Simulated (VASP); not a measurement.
Crystal: Ca3Bi.

```
Ca Bi
1.0
     6.67873    0.00000    0.00000
    -3.33937    5.78395    0.00000
     0.00000    0.00000    3.56648
Ca Bi
3 1
Direct
  0.00000 0.50000 0.50000
  0.50000 0.50000 0.50000
  0.50000 0.00000 0.50000
  0.00000 0.00000 0.00000
```

The cell was generated, and may not be a known phase.

```yaml
Program: VASP 6.6.1
Task: relaxation of cell and atoms
Functional: PBE
Potentials_or_basis: VASP PAW PBE potentials, release 64 (Ca_sv, Bi_d)
Cutoff: 600 eV
k_mesh: 3 × 3 × 6
Occupations: gaussian, width 0.1 eV
Spin: no spin polarisation
```

At the start: pressure 0.2 GPa; volume 34.44 Å³/atom.

Task: Where does the relaxation end?

Result: Over 6 steps the energy falls by 27.3 meV/atom and the volume is 34.52 Å³/atom (+0.2 %); space group P6/mmm (No. 191, to 0.1 Å) before and after.

The path:
| step | energy change (eV) | largest force (eV/Å) | pressure (GPa) | volume (Å³) |
| --- | --- | --- | --- | --- |
| 1 | 0.0000 | 0.0000 | 0.23 | 137.77 |
| 2 | -0.0571 | 0.0000 | -0.07 | 138.73 |
| 3 | -0.1061 | 0.0000 | -0.36 | 140.17 |
| 4 | -0.1064 | 0.0000 | -0.34 | 139.93 |
| 5 | -0.1070 | 0.0000 | -0.35 | 140.03 |
| 6 | -0.1091 | 0.0000 | -0.02 | 138.09 |

Final structure:
```xyz
4
Lattice="6.8873 0.0000 0.0000 -3.4436 5.9645 0.0000 0.0000 0.0000 3.3616" Properties=species:S:1:pos:R:3 pbc="T T T"
Ca   -1.7218    2.9823    1.6808
Ca    1.7218    2.9823    1.6808
Ca    3.4436    0.0000    1.6808
Bi    3.4436    5.9645    0.0000
```

Caveat: the k points lie up to 0.35 Å⁻¹ apart in the final cell, too coarse for converged energies and pressures of a metal.
